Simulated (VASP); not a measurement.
# KCdCO3F (P-6m2) in VASP: further runs

KCdCO3F is run at these levels: PBE+D3(BJ); tasks: single point, relaxation of cell and atoms.

Everything below comes from runs of VASP 6.6.1. Logs are shortened: lines on timing, memory, paths and dates and some standing lists are left out, and cuts for length are marked.

### Step 1. The cell of the first run

Symmetry: P-6m2, No. 187, hexagonal system. Conventional cell: a = 5.087 Å, b = 5.087 Å, c = 4.453 Å, α = 90.00°, β = 90.00°, γ = 120.00°. K (site symmetry -6m2) has 6 O at 2.77 Å and 3 F at 2.94 Å and 6 C at 3.69 Å and 6 Cd at 3.69 Å within 3.7 Å. Cd (site symmetry -6m2) has 2 F at 2.23 Å and 6 O at 2.55 Å and 3 C at 2.94 Å within 3.0 Å. C (site symmetry -6m2) has 3 O at 1.29 Å within 1.7 Å. O (site symmetry mm2) has 1 C at 1.29 Å within 1.7 Å. Within 3.0 Å of F (site symmetry -6m2) lie 2 Cd at 2.23 Å and 3 K at 2.94 Å.

### Step 2. Single point, PBE+D3(BJ)

INCAR reads:

```
PREC = Accurate ; ENCUT = 520
EDIFF = 1E-7 ; ISMEAR = 0
SIGMA = 0.02 ; LREAL = False
LASPH = True ; NELM = 100
ALGO = Normal ; ISIF = 2
LWAVE = False ; LCHARG = False
GGA = PE ; IVDW = 12
NBANDS = 34
```

KPOINTS reads:

```
Automatic mesh
0
Gamma
  6 6 6
```

POSCAR reads:

```
KCdCO3F
1.0
    5.0871453127      0.0000000000      0.0000000000
   -2.5435726564      4.4055970736      0.0000000000
    0.0000000000      0.0000000000      4.4531287191
K Cd C O F
1 1 1 3 1
Direct
    0.0000000000      0.0000000000      0.0000000000
    0.6666666667      0.3333333333      0.5000000000
    0.3333333333      0.6666666667      0.5000000000
    0.1867809012      0.3735618023      0.5000000000
    0.1867809012      0.8132190988      0.5000000000
    0.6264381977      0.8132190988      0.5000000000
    0.6666666667      0.3333333333      0.0000000000
```

Potentials or basis: VASP PAW PBE potentials, release 64 (K_sv, Cd, C, O, F).

Started as:

```
$ cat potpaw_PBE.64/K_sv/POTCAR potpaw_PBE.64/Cd/POTCAR potpaw_PBE.64/C/POTCAR potpaw_PBE.64/O/POTCAR potpaw_PBE.64/F/POTCAR > POTCAR
$ mpirun -np 1 vasp_std > vasp.out
```

OUTCAR:

```text
PREC = Accurate
   ENCUT = 520
   EDIFF = 1E-7
   ISMEAR = 0
   LREAL = False
   LASPH = True
   NELM = 100
   ISIF = 2
   GGA = PE
   IVDW = 12
 IVDW          = 12

 ion  position               nearest neighbor table
   1  0.000  0.000  0.000-   6 2.77   6 2.77   4 2.77   4 2.77   5 2.77   5 2.77   2 3.69   2 3.69
                             2 3.69   2 3.69   2 3.69   2 3.69
   2  0.667  0.333  0.500-   7 2.23   7 2.23   4 2.55   4 2.55   5 2.55   5 2.55   6 2.55   6 2.55
                             1 3.69   1 3.69   1 3.69   1 3.69   1 3.69   1 3.69
   3  0.333  0.667  0.500-   5 1.29   6 1.29   4 1.29
   4  0.187  0.374  0.500-   3 1.29   2 2.55   2 2.55   1 2.77   1 2.77
   5  0.187  0.813  0.500-   3 1.29   2 2.55   2 2.55   1 2.77   1 2.77
   6  0.626  0.813  0.500-   3 1.29   2 2.55   2 2.55   1 2.77   1 2.77
   7  0.667  0.333  0.000-   2 2.23   2 2.23

  LATTYP: Found a hexagonal cell.
 ALAT       =     5.0871453127
 C/A-ratio  =     0.8753688848

  Lattice vectors:

 A1 = (   5.0871453127,   0.0000000000,   0.0000000000)
 A2 = (  -2.5435726564,   4.4055970736,   0.0000000000)
 A3 = (   0.0000000000,   0.0000000000,   4.4531287191)

Analysis of symmetry for initial positions (statically):
=====================================================================
 Subroutine PRICEL returns:
 Original cell was already a primitive cell.

 Routine SETGRP: Setting up the symmetry group for a
 hexagonal supercell.

 Subroutine GETGRP returns: Found 12 space group operations
 (whereof 12 operations were pure point group operations)
 out of a pool of 24 trial point group operations.

The static configuration has the point symmetry D_3h.

Analysis of symmetry for dynamics (positions and initial velocities):
=====================================================================
 Subroutine PRICEL returns:
 Original cell was already a primitive cell.

 Routine SETGRP: Setting up the symmetry group for a
 hexagonal supercell.

 Subroutine GETGRP returns: Found 12 space group operations
 (whereof 12 operations were pure point group operations)
 out of a pool of 24 trial point group operations.

The dynamic configuration has the point symmetry D_3h.

 Subroutine INISYM returns: Found 12 space group operations
 (whereof 12 operations are pure point group operations),
 and found     1 'primitive' translations

----------------------------------------------------------------------------------------

                                     Primitive cell

  volume of cell :      99.8031

  direct lattice vectors                    reciprocal lattice vectors
     5.087145313  0.000000000  0.000000000     0.196573901  0.113491995  0.000000000
    -2.543572656  4.405597074  0.000000000     0.000000000  0.226983990  0.000000000
     0.000000000  0.000000000  4.453128719     0.000000000  0.000000000  0.224561216

  length of vectors
     5.087145313  5.087145313  4.453128719     0.226983990  0.226983990  0.224561216

  position of ions in fractional coordinates (direct lattice)
     0.000000000  0.000000000  0.000000000
     0.666666667  0.333333333  0.500000000
     0.333333333  0.666666667  0.500000000
     0.186780901  0.373561802  0.500000000
     0.186780901  0.813219099  0.500000000
     0.626438198  0.813219099  0.500000000
     0.666666667  0.333333333  0.000000000

  ion indices of the primitive-cell ions
   primitive index   ion index
                 1           1
                 2           2
                 3           3
                 4           4
                 5           5
                 6           6
                 7           7

----------------------------------------------------------------------------------------

 KPOINTS: Automatic mesh

Automatic generation of k-mesh.
 Grid dimensions read from file:
 generate k-points for:    6    6    6

 Generating k-lattice:

  Cartesian coordinates                     Fractional coordinates (reciprocal lattice)
     0.032762317  0.018915332  0.000000000     0.166666667 -0.000000000  0.000000000
     0.000000000  0.037830665  0.000000000     0.000000000  0.166666667  0.000000000
     0.000000000  0.000000000  0.037426869     0.000000000  0.000000000  0.166666667

  Length of vectors
     0.037830665  0.037830665  0.037426869

  Shift w.r.t. Gamma in fractional coordinates (k-lattice)
     0.000000000  0.000000000  0.000000000

 Subroutine IBZKPT returns following result:
 ===========================================

 Found     28 irreducible k-points:

 Following reciprocal coordinates:
            Coordinates               Weight
  0.000000  0.000000  0.000000      1.000000
  0.166667  0.000000  0.000000      6.000000
  0.333333 -0.000000  0.000000      6.000000
  0.500000  0.000000  0.000000      3.000000
  0.166667  0.166667  0.000000      6.000000
  0.333333  0.166667  0.000000     12.000000
[... 16 lines left out ...]
  0.166667  0.000000  0.500000      6.000000
  0.333333 -0.000000  0.500000      6.000000
 [... further k-points ...]
   k-points           NKPTS =     28   k-points in BZ     NKDIM =     28   number of bands    NBANDS=     34
   number of dos      NEDOS =    301   number of ions     NIONS =      7
   total plane-waves  NPLWV =  57600
   dimension x,y,z NGX =    40 NGY =   40 NGZ =   36
   dimension x,y,z NGXF=    80 NGYF=   80 NGZF=   72
   ions per type =               1   1   1   3   1
   NGX,Y,Z   is equivalent  to a cutoff of  13.07, 13.07, 13.44 a.u.
   NGXF,Y,Z  is equivalent  to a cutoff of  26.14, 26.14, 26.88 a.u.
 SYSTEM =  unknown system
   PREC   = accura    normal or accurate (medium, high low for compatibility)
   ISTART =      0    job   : 0-new  1-cont  2-samecut
   ICHARG =      2    charge: 1-file 2-atom 10-const
   ISPIN  =      1    spin polarized calculation?
   LNONCOLLINEAR =      F non collinear calculations
   LSORBIT =      F    spin-orbit coupling
   LASPH  =      T    aspherical Exc in radial PAW
   ENCUT  =  520.0 eV  38.22 Ry    6.18 a.u.   9.46  9.46  8.28*2*pi/ulx,y,z
   NELM   =    100;   NELMIN=  2; NELMDL= -5     # of ELM steps
   EDIFF  = 0.1E-06   stopping-criterion for ELM
   LREAL  =      F    real-space projection
   EDIFFG = 0.1E-05   stopping-criterion for IOM
   NSW    =      0    number of steps for IOM
   IBRION =     -1    ionic relax: 0-MD 1-quasi-New 2-CG
   NFREE  =      0    steps in history (QN), initial steepest desc. (CG)
   ISIF   =      2    stress and relaxation
   ISYM   =      2    0-nonsym 1-usesym 2-fastsym
   POTIM  = 0.5000    time-step for ionic-motion
   TEBEG  =    0.0;   TEEND  =   0.0 temperature during run
   PSTRESS=    0.0 pullay stress
   NELECT =      50.0000    total number of electrons
   NUPDOWN=      -1.0000    fix difference up-down
   EMIN   =  10.00;   EMAX   =-10.00  energy-range for DOS
   EFERMI =   0.00;   METHOD = LEGACY
   ISMEAR =     0;   SIGMA  =   0.02  broadening in eV -4-tet -1-fermi 0-gaus
   EFERMI_NEDOS =   21; number of points for ismear=-14 and -15
   IALGO  =     38    algorithm
   IMIX   =      4    mixing-type and parameters
     AMIX     =   0.40;   BMIX     =  1.00
     AMIX_MAG =   1.60;   BMIX_MAG =  1.00
  volume/ion in A,a.u.               =      14.26        96.21
  Fermi-wavevector in a.u.,A,eV,Ry     =   1.300220  2.457059 23.001622  1.690572
  Thomas-Fermi vector in A             =   2.431433
   LORBIT       =      0    0 simple, 1 ext, 2 COOP (PROOUT), +10 PAW based schemes
   GGA     = PE    functional components
   LHFCALC =     F    Hartree Fock is set to
   AEXX    =    0.0000 exact exchange contribution
   IVDW    =    12    specifies the selected vdW correction
   LEPSILON=     F    determine dielectric tensor
   LRPA    =     F    only Hartree local field effects (RPA)
 non-spin polarized calculation
 Gauss-broadening in eV      SIGMA  =   0.02
  energy-cutoff  :      520.00
  volume of cell :       99.80
 maximum number of plane-waves:      2729
 NGX is ok and might be reduce to    40
   NGX = 19   NGY = 19   NGZ = 17

 number of electron      49.9999996 magnetization

 Free energy of the ion-electron system (eV)
  ---------------------------------------------------
  ext. energy  EPLUGINS =         0.00000000
  ---------------------------------------------------
  free energy    TOTEN  =       -39.80246833 eV

  energy without entropy =      -39.80246833  energy(sigma->0) =      -39.80246833

 E-fermi :   0.2275     XC(G=0):  -9.3476

 val. band max:        0.0483308663   @ k =   0.0000   0.0000   0.5000
 cond. band min:       1.9317022576   @ k =   0.0000   0.0000   0.0000
 fundamental gap:      1.8833713913
 Fermi energy:         0.2275318359

 k-point     1 :       0.0000    0.0000    0.0000
  band No.  band energies     occupation
      1     -27.6377      2.00000
      2     -21.8433      2.00000
      3     -21.6300      2.00000
      4     -18.5377      2.00000
      5     -18.5377      2.00000
      6     -11.1937      2.00000
[... 26 lines left out ...]
     33      10.4875      0.00000
     34      11.2051      0.00000

 k-point     2 :       0.1667    0.0000    0.0000
  band No.  band energies     occupation
      1     -27.6368      2.00000
      2     -21.8275      2.00000
      3     -21.6352      2.00000
      4     -18.5642      2.00000
      5     -18.5369      2.00000
      6     -11.1969      2.00000
[... 26 lines left out ...]
     33      10.4343      0.00000
     34      10.5150      0.00000

 k-point     3 :       0.3333   -0.0000    0.0000
  band No.  band energies     occupation
      1     -27.6349      2.00000
      2     -21.7909      2.00000
      3     -21.6505      2.00000
      4     -18.6170      2.00000
      5     -18.5352      2.00000
      6     -11.2024      2.00000
[... 26 lines left out ...]
     33      10.2068      0.00000
     34      10.5561      0.00000

 k-point     4 :       0.5000    0.0000    0.0000
  band No.  band energies     occupation
      1     -27.6340      2.00000
      2     -21.7680      2.00000
      3     -21.6627      2.00000
      4     -18.6436      2.00000
      5     -18.5344      2.00000
      6     -11.2046      2.00000
[... 26 lines left out ...]
     33      10.1710      0.00000
     34      10.5958      0.00000

 k-point     5 :       0.1667    0.1667    0.0000
  band No.  band energies     occupation
      1     -27.6354      2.00000
      2     -21.8008      2.00000
      3     -21.6462      2.00000
      4     -18.6008      2.00000
      5     -18.5387      2.00000
      6     -11.2104      2.00000
[... 621 lines left out ...]
 k-point    22 :       0.0000    0.0000    0.5000
  band No.  band energies     occupation
      1     -27.6297      2.00000
      2     -21.8196      2.00000
      3     -21.5892      2.00000
      4     -18.5288      2.00000
      5     -18.5288      2.00000
      6     -11.3284      2.00000
[... 26 lines left out ...]
     33      10.1110      0.00000
     34      11.4085      0.00000

 k-point    23 :       0.1667    0.0000    0.5000
  band No.  band energies     occupation
      1     -27.6291      2.00000
      2     -21.8032      2.00000
      3     -21.5913      2.00000
      4     -18.5645      2.00000
      5     -18.5279      2.00000
      6     -11.2917      2.00000
[... 26 lines left out ...]
     33      10.1508      0.00000
     34      11.4371      0.00000

 k-point    24 :       0.3333   -0.0000    0.5000
  band No.  band energies     occupation
      1     -27.6278      2.00000
      2     -21.7690      2.00000
      3     -21.5949      2.00000
      4     -18.6356      2.00000
      5     -18.5258      2.00000
      6     -11.2233      2.00000
[... 26 lines left out ...]
     33      10.4214      0.00000
     34      10.8121      0.00000

 [... further k-points ...]

------------------------ aborting loop because EDIFF is reached ----------------------------------------

 Edisp (eV)   -0.99788

 E8    (eV) :    -0.3913

  FORCE on cell =-STRESS in cart. coord.  units (eV):
  Direction    XX          YY          ZZ          XY          YZ          ZX
  --------------------------------------------------------------------------------------
  -------------------------------------------------------------------------------------
  Total       0.61265     0.61265     0.23675    -0.00000     0.00000    -0.00000
  in kB       9.83503     9.83503     3.80063    -0.00000     0.00000    -0.00000
  external pressure =        7.82 kB  Pullay stress =        0.00 kB

 VOLUME and BASIS-vectors are now :
 -----------------------------------------------------------------------------
  energy-cutoff  :      520.00
  volume of cell :       99.80
      direct lattice vectors                 reciprocal lattice vectors
     5.087145313  0.000000000  0.000000000     0.196573901  0.113491995  0.000000000
    -2.543572656  4.405597074  0.000000000     0.000000000  0.226983990  0.000000000
     0.000000000  0.000000000  4.453128719     0.000000000  0.000000000  0.224561216

 POSITION                                       TOTAL-FORCE (eV/Angst)
 -----------------------------------------------------------------------------------
      0.00000      0.00000      0.00000        -0.000000     -0.000000      0.000000
      2.54357      1.46853      2.22656        -0.000000     -0.000000      0.000000
     -0.00000      2.93706      2.22656        -0.000000     -0.000000      0.000000
      0.00000      1.64576      2.22656         0.000000     -0.260580     -0.000000
     -1.11830      3.58272      2.22656        -0.225669      0.130290      0.000000
      1.11830      3.58272      2.22656         0.225669      0.130290      0.000000
      2.54357      1.46853      0.00000        -0.000000     -0.000000      0.000000
 -----------------------------------------------------------------------------------
    total drift:                               -0.000005      0.000003      0.000000

  FREE ENERGIE OF THE ION-ELECTRON SYSTEM (eV)
  ---------------------------------------------------
  free  energy   TOTEN  =       -40.8003521279 eV

  energy  without entropy=      -40.8003521279  energy(sigma->0) =      -40.80035213
```

It took 1.7 min on 1 thread of Intel Xeon 8259CL, shared host; peak memory 0.31 GiB.

What came out:

```yaml
Free_energy: -40.8004 eV
Pressure: 0.8 GPa
Largest_force: 0.261 eV/Å
Band_gap_on_the_k_mesh: 1.88 eV
Dispersion_energy_per_atom: -0.143 eV
```

Forces in eV/Å, atoms in the order of the input:
```
K    0.000  0.000  0.000
Cd   0.000  0.000  0.000
C    0.000  0.000  0.000
O    0.000 -0.261  0.000
O   -0.226  0.130  0.000
O    0.226  0.130  0.000
F    0.000  0.000  0.000
```

Levels at points of the mesh, in eV from the valence-band top:
```csv
k point,band 21,band 22,band 23,band 24,band 25,band 26,band 27,band 28,band 29,band 30
"(0.00, 0.00, 0.00)",-1.75,-1.75,-1.46,-1.46,0.00,1.88,5.83,6.32,8.98,8.98
"(0.50, 0.00, 0.00)",-2.95,-1.94,-1.44,-1.42,-0.13,4.11,5.88,6.13,8.56,9.55
"(0.00, 0.00, 0.50)",-1.90,-1.90,-1.39,-1.39,0.00,4.13,5.14,6.37,9.20,9.20
"(0.50, 0.00, 0.50)",-2.20,-1.70,-1.35,-1.33,-0.13,5.59,5.97,6.98,7.86,8.39
```

A k mesh can miss the band edges.

### Step 3. Relaxation of cell and atoms, PBE+D3(BJ)

This run uses another cell than the first one, of 14.63 Å³/atom.

INCAR reads:

```
SYSTEM = KCdCO3F
ALGO     = Normal         ! electronic algorithm
EDIFF    = 1E-7           ! SCF threshold, eV
EDIFFG   = -0.005         ! ionic threshold
ENCUT    = 600            ! plane-wave cutoff, eV
GGA      = PE             ! functional
IBRION   = 2              ! ionic algorithm
ISIF     = 3              ! what is computed and relaxed
ISMEAR   = 0              ! smearing method
IVDW     = 12             ! dispersion correction
LASPH    = .TRUE.         ! aspherical terms in the spheres
LCHARG   = .FALSE.        ! write CHGCAR
LREAL    = .FALSE.        ! projectors in reciprocal space
LWAVE    = .FALSE.        ! write WAVECAR
NELM     = 80             ! most SCF steps
NSW      = 70             ! ionic steps
PREC     = Accurate       ! precision mode
SIGMA    = 0.02           ! smearing width, eV
```

KPOINTS reads:

```
k-points
0
G
  6 6 6
  0 0 0
```

POSCAR reads:

```
KCdCO3F
1.0
    5.1337856221      0.0000000000      0.0000000000
   -2.5668928111      4.4459887663      0.0000000000
    0.0000000000      0.0000000000      4.4871737454
K Cd C O F
1 1 1 3 1
Direct
    0.0000000000      0.0000000000      0.0000000000
    0.6666666667      0.3333333333      0.5000000000
    0.3333333333      0.6666666667      0.5000000000
    0.1879041669      0.3758083338      0.5000000000
    0.1879041669      0.8120958331      0.5000000000
    0.6241916662      0.8120958331      0.5000000000
    0.6666666667      0.3333333333      0.0000000000
```

Potentials or basis: VASP PAW PBE potentials, release 64 (K_sv, Cd, C, O, F).

Started as:

```
$ cat potpaw_PBE.64/K_sv/POTCAR potpaw_PBE.64/Cd/POTCAR potpaw_PBE.64/C/POTCAR potpaw_PBE.64/O/POTCAR potpaw_PBE.64/F/POTCAR > POTCAR
$ mpirun -np 1 vasp_std > vasp.out
```

It took 19 min on 1 thread of Intel Xeon 8259CL, shared host; peak memory 0.35 GiB.

The run converged. Its results:

```
Free energy                           : -40.8218 eV
Relaxed volume                        : 14.29 Å³/atom
Relaxed cell                          : a = 5.088 Å, b = 5.088 Å, c = 4.463 Å, α = 90.00°, β = 90.00°, γ = 120.00°
Space group after relaxing (to 0.1 Å) : P-6m2 (No. 187)
Energy gained by relaxing             : 1.8 meV/atom
Ionic steps                           : 12
Pressure after relaxing               : 0.0 GPa
Band gap on the k mesh                : 1.88 eV
Dispersion energy per atom            : -0.142 eV
```

Step by step:
```csv
step,energy change (eV),largest force (eV/Å),pressure (GPa),volume (Å³)
1,0.0000,0.2529,-0.96,102.42
2,-0.0074,0.3016,-1.19,101.13
3,-0.0076,0.2324,-1.17,101.29
4,-0.0120,0.0328,-0.16,100.18
5,-0.0121,0.0023,0.01,99.98
6,-0.0121,0.0070,0.04,99.96
7,-0.0122,0.0096,0.04,99.97
8,-0.0123,0.0175,0.03,99.99
9,-0.0124,0.0333,0.03,100.04
10,-0.0124,0.0274,0.03,100.03
11,-0.0123,0.0638,-0.15,100.08
12,-0.0124,0.0013,-0.02,100.04
```

Final structure:
```
K Cd C O F
1.0
     5.08752    0.00000    0.00000
    -2.54376    4.40592    0.00000
     0.00000    0.00000    4.46304
K Cd C O F
1 1 1 3 1
Cartesian
  0.0000 0.0000 0.0000
  2.5438 1.4686 2.2315
  0.0000 2.9373 2.2315
  0.0000 1.6422 2.2315
  -1.1216 3.5848 2.2315
  1.1216 3.5848 2.2315
  2.5438 1.4686 0.0000
```

Levels at points of the mesh, in eV from the valence-band top:
```tsv
k point	band 23	band 24	band 25	band 26	band 27	band 28
(0.00, 0.00, 0.00)	-1.45	-1.45	0.00	1.88	5.78	6.32
(0.50, 0.00, 0.00)	-1.43	-1.41	-0.13	4.11	5.84	6.14
(0.00, 0.00, 0.50)	-1.37	-1.37	0.00	4.11	5.11	6.36
(0.50, 0.00, 0.50)	-1.33	-1.33	-0.13	5.59	5.93	6.99
```

A k mesh can miss the band edges.
